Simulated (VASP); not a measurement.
Runs of VASP 6.6.1 on GaP. The structure is that of space group F-43m (No. 216), or close to it. The cells are those of the table. 

```tsv
cell	gap on the mesh (eV)	pressure (GPa)
a = 3.893, b = 3.854 Å, angles 60.3, 59.3, 60.3°, 2 atoms	(c)	0.8
a = 3.912, b = 3.854 Å, angles 60.5, 59.0, 60.5°, 2 atoms	1.51	0.0
a = 3.873, b = 3.854 Å, angles 60.2, 59.7, 60.2°, 2 atoms	1.61	1.6
a = 3.835, b = 3.854 Å, angles 59.8, 60.3, 59.8°, 2 atoms	(a)	(d)
a = 3.797, b = 3.854 Å, angles 59.5, 61.0, 59.5°, 2 atoms	1.30	5.2
a = 3.816, b = 3.854 Å, angles 59.7, 60.7, 59.7°, 2 atoms	1.41	4.3
a = 3.922, b = 3.854 Å, angles 60.6, 58.9, 60.6°, 2 atoms	(b)	-0.4
a = 3.932, b = 3.854 Å, angles 60.7, 58.7, 60.7°, 2 atoms	1.42	-0.7
```

Alike in all rows: task single point; level PBE; potentials or basis VASP PAW PBE potentials, release 64 (Ga_d, P); no spin polarisation; k mesh 8 × 8 × 8; cutoff (eV) 520; smearing gaussian 0.05 eV.

Task: Estimate the missing entries.

Result: (a) 1.53; (b) 1.47; (c) 1.57; (d) 3.3.

A k mesh can miss the band edges, and the runs leave out spin-orbit coupling on Ga.
